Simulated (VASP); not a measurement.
Runs of VASP 6.6.1 on AlNi3. The structure is that of space group Pm-3m (No. 221), or close to it. The cells are those of the table. 

| task | cell | k mesh | cutoff (eV) | gap on the mesh (eV) | pressure (GPa) | moment (μB) |
| --- | --- | --- | --- | --- | --- | --- |
| relaxation of cell and atoms | relaxed from a = 3.523 Å, 4 atoms | 12 × 12 × 12 | 600 | none | 0.0 | (a) |
| single point | a = 3.449 Å, 4 atoms | 14 × 14 × 14 | 520 | none | 14.2 | (b) |
| single point | a = 3.414 Å, 4 atoms | 14 × 14 × 14 | 520 | none | 21.0 | 0.19 |
| single point | a = 3.414, b = 3.414, c = 3.582 Å, 4 atoms | 14 × 14 × 14 | 520 | none | 9.8 | 0.56 |
| single point | a = 3.625, b = 3.481, c = 3.481 Å, 4 atoms | 14 × 14 × 14 | 520 | none | -1.4 | 0.64 |

Alike in all rows: level PBEsol; potentials or basis VASP PAW PBE potentials, release 64 (Al, Ni); spin collinear, ferromagnetic start; smearing gaussian 0.1 eV.

**Question.** Estimate the missing entries.

**Answer.** (a) 0.66; (b) 0.61.

Caveats: the PAW data sets were made with another functional, which shifts forces and pressure a little; the cell stands under pressure (at least some runs); the stress differs along the axes, from 6 to 12 GPa (at least some runs).

A gap of «none» marks levels without a gap at the run's occupations.
